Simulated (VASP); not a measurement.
# Co (Im-3m) in VASP: single point with BLYP+D3(BJ)

Aim: the single point of Co with BLYP+D3(BJ).

Everything below comes from runs of VASP 6.6.1. Logs are shortened: lines on timing, memory, paths and dates and some standing lists are left out, and cuts for length are marked.

## (1) The cell of the first run

It takes space group Im-3m (No. 229, cubic). Conventional cell: a = 2.805 Å, b = 2.805 Å, c = 2.805 Å, α = 90.00°, β = 90.00°, γ = 90.00°. Co (site symmetry m-3m) has 14 Co at 2.43 to 2.80 Å within 3.2 Å.

This isn't the form of Co at room conditions, which is hcp.

## (2) Single point, BLYP+D3(BJ), collinear spin, ferromagnetic start

INCAR reads:

```
SYSTEM = Co
AGGAC = 1.0
AGGAX = 1.0
ALDAC = 0.0
ALDAX = 1.0
ALGO = Normal
EDIFF = 1E-6
ENCUT = 690
GGA = B5
GGA_COMPAT = .FALSE.
ISIF = 2
ISMEAR = -5
ISPIN = 2
IVDW = 12
LASPH = .TRUE.
LCHARG = .FALSE.
LMAXMIX = 4
LORBIT = 11
LREAL = .FALSE.
LWAVE = .FALSE.
MAGMOM = 1.97
NBANDS = 18
NELM = 200
PREC = Accurate
SIGMA = 0.1
VDW_A1 = 0.4298
VDW_A2 = 4.2359
VDW_S6 = 1.0
VDW_S8 = 2.6996
```

KPOINTS reads:

```
Automatic mesh
0
Gamma
  13 13 13
  0.5 0.5 0.5
```

POSCAR reads:

```
Co
1.0
   -1.4023200000      1.4023200000      1.4023200000
    1.4023200000     -1.4023200000      1.4023200000
    1.4023200000      1.4023200000     -1.4023200000
Co
1
Direct
    0.0000000000      0.0000000000      0.0000000000
```

Potentials or basis: VASP PAW PBE potentials, release 64 (Co_sv).

Started as:

```bash
$ cat potpaw_PBE.64/Co_sv/POTCAR > POTCAR
$ mpirun -np 1 vasp_std > vasp.out
```

OUTCAR:

```text
SYSTEM = Co
   EDIFF = 1E-6
   ENCUT = 690
   GGA = B5
   ISIF = 2
   ISMEAR = -5
   ISPIN = 2
   IVDW = 12
   LASPH = .TRUE.
   LORBIT = 11
   LREAL = .FALSE.
   NELM = 200
   PREC = Accurate
 IVDW          = 12

 ion  position               nearest neighbor table
   1  0.000  0.000  0.000-

  LATTYP: Found a body centered cubic cell.
 ALAT       =     2.8046400000

  Lattice vectors:

 A1 = (  -1.4023200000,   1.4023200000,   1.4023200000)
 A2 = (   1.4023200000,  -1.4023200000,   1.4023200000)
 A3 = (   1.4023200000,   1.4023200000,  -1.4023200000)

Analysis of symmetry for initial positions (statically):
=====================================================================
 Subroutine PRICEL returns:
 Original cell was already a primitive cell.

 Routine SETGRP: Setting up the symmetry group for a
 body centered cubic supercell.

 Subroutine GETGRP returns: Found 48 space group operations
 (whereof 48 operations were pure point group operations)
 out of a pool of 48 trial point group operations.

The static configuration has the point symmetry O_h .

Analysis of symmetry for dynamics (positions and initial velocities):
=====================================================================
 Subroutine PRICEL returns:
 Original cell was already a primitive cell.

 Routine SETGRP: Setting up the symmetry group for a
 body centered cubic supercell.

 Subroutine GETGRP returns: Found 48 space group operations
 (whereof 48 operations were pure point group operations)
 out of a pool of 48 trial point group operations.

The dynamic configuration has the point symmetry O_h .

Analysis of structural, dynamic, and magnetic symmetry:
=====================================================================
 Subroutine PRICEL returns:
 Original cell was already a primitive cell.

 Routine SETGRP: Setting up the symmetry group for a
 body centered cubic supercell.

 Subroutine GETGRP returns: Found 48 space group operations
 (whereof 48 operations were pure point group operations)
 out of a pool of 48 trial point group operations.

The overall configuration has the point symmetry O_h .

 Subroutine INISYM returns: Found 48 space group operations
 (whereof 48 operations are pure point group operations),
 and found     1 'primitive' translations

[... 105 lines left out ...]
   NELECT =      17.0000    total number of electrons
   NUPDOWN=      -1.0000    fix difference up-down
   EMIN   =  10.00;   EMAX   =-10.00  energy-range for DOS
   EFERMI =   0.00;   METHOD = LEGACY
   ISMEAR =    -5;   SIGMA  =   0.10  broadening in eV -4-tet -1-fermi 0-gaus
   EFERMI_NEDOS =   21; number of points for ismear=-14 and -15
   IALGO  =     38    algorithm
   IMIX   =      4    mixing-type and parameters
     AMIX     =   0.40;   BMIX     =  1.00
     AMIX_MAG =   1.60;   BMIX_MAG =  1.00
  volume/ion in A,a.u.               =      11.03        74.44
  Fermi-wavevector in a.u.,A,eV,Ry     =   1.890996  3.573465 48.652624  3.575867
  Thomas-Fermi vector in A             =   2.932238
   LORBIT       =     11    0 simple, 1 ext, 2 COOP (PROOUT), +10 PAW based schemes
   GGA     = B5    functional components
   LHFCALC =     F    Hartree Fock is set to
   AEXX    =    0.0000 exact exchange contribution
   IVDW    =    12    specifies the selected vdW correction
   LEPSILON=     F    determine dielectric tensor
   LRPA    =     F    only Hartree local field effects (RPA)
 spin polarized calculation
 Fermi weights with tetrahedron method with Bloechl corrections
  energy-cutoff  :      690.00
  volume of cell :       11.03
 maximum number of plane-waves:       466
 NGX is ok and might be reduce to    24
   NGX = 11   NGY = 11   NGZ = 11

 number of electron      16.9999990 magnetization       1.6821936

 Free energy of the ion-electron system (eV)
  ---------------------------------------------------
  ext. energy  EPLUGINS =         0.00000000
  ---------------------------------------------------
  free energy    TOTEN  =        -6.01957983 eV

  energy without entropy =       -6.01957983  energy(sigma->0) =       -6.01957983

 E-fermi :  12.5411     XC(G=0): -13.2298

 val. band max:       12.5282696254   @ k =  -0.4231   0.4231   0.3462
 cond. band min:      12.5255918854   @ k =  -0.2692   0.3462   0.1923
 fundamental gap:     -0.0026777400
 Fermi energy:        12.5410955615

 spin component 1

 k-point     1 :       0.0385    0.0385    0.0385
  band No.  band energies     occupation
      1     -83.4271      1.00000
      2     -46.7760      1.00000
      3     -46.7496      1.00000
      4     -46.7496      1.00000
      5       3.8532      1.00000
      6       9.4784      1.00000
[... 493 lines left out ...]
     17      50.6940      0.00000
     18      51.6194      0.00000

 [... further k-points ...]

 spin component 2

 k-point     1 :       0.0385    0.0385    0.0385
  band No.  band energies     occupation
      1     -81.3036      1.00000
      2     -44.7111      1.00000
      3     -44.6822      1.00000
      4     -44.6822      1.00000
      5       3.9093      1.00000
      6      10.9173      1.00000
[... 493 lines left out ...]
     17      50.8048      0.00000
     18      51.8759      0.00000

 [... further k-points ...]

------------------------ aborting loop because EDIFF is reached ----------------------------------------

 Edisp (eV)   -0.93600

 E8    (eV) :    -0.6897

  FORCE on cell =-STRESS in cart. coord.  units (eV):
  Direction    XX          YY          ZZ          XY          YZ          ZX
  --------------------------------------------------------------------------------------
  -------------------------------------------------------------------------------------
  Total      -0.38195    -0.38195    -0.38195     0.00000    -0.00000    -0.00000
  in kB     -55.47765   -55.47765   -55.47765     0.00000    -0.00000    -0.00000
  external pressure =      -55.48 kB  Pullay stress =        0.00 kB

 VOLUME and BASIS-vectors are now :
 -----------------------------------------------------------------------------
  energy-cutoff  :      690.00
  volume of cell :       11.03
      direct lattice vectors                 reciprocal lattice vectors
    -1.402320000  1.402320000  1.402320000     0.000000000  0.356552000  0.356552000
     1.402320000 -1.402320000  1.402320000     0.356552000  0.000000000  0.356552000
     1.402320000  1.402320000 -1.402320000     0.356552000  0.356552000  0.000000000

 POSITION                                       TOTAL-FORCE (eV/Angst)
 -----------------------------------------------------------------------------------
      0.00000      0.00000      0.00000         0.000000      0.000000     -0.000000
 -----------------------------------------------------------------------------------
    total drift:                               -0.000000      0.000000      0.000000

  FREE ENERGIE OF THE ION-ELECTRON SYSTEM (eV)
  ---------------------------------------------------
  free  energy   TOTEN  =        -6.9555797371 eV

  energy  without entropy=       -6.9555797371  energy(sigma->0) =       -6.95557974

 total charge

# of ion       s       p       d       tot
------------------------------------------
    1        2.246   6.113   6.737  15.097

 magnetization (x)

# of ion       s       p       d       tot
------------------------------------------
    1       -0.000  -0.012   1.748   1.735
```

stdout:

```text
POSCAR found type information on POSCAR Co
 POSCAR found :  1 types and       1 ions
 scaLAPACK will be used
 -----------------------------------------------------------------------------
|                                                                             |
[... 23 lines left out ...]
|     occupations, so forces and stress will be inaccurate. We suggest        |
|     using a different smearing scheme ISMEAR = 1 or 2 for metals in         |
|     relaxations.                                                            |
|                                                                             |
 -----------------------------------------------------------------------------
```

Run time: 27 s. Hardware: 1 thread of Intel Xeon 6975P-C (Granite Rapids), shared host; peak memory 0.19 GiB.

What came out:

```yaml
Free_energy: -6.9556 eV
Pressure: -5.5 GPa
Net_moment: 1.68 μB per cell
Site_moments: Co +1.74 μB
Valence_electrons_inside_the_program's_atomic_spheres: Co 15.10
Dispersion_energy_per_atom: -0.936 eV
```

Caveat: the cell stands under tension; the PAW data sets were made with another functional, which shifts forces and pressure a little; tetrahedron occupations give inexact forces and stress in metals.
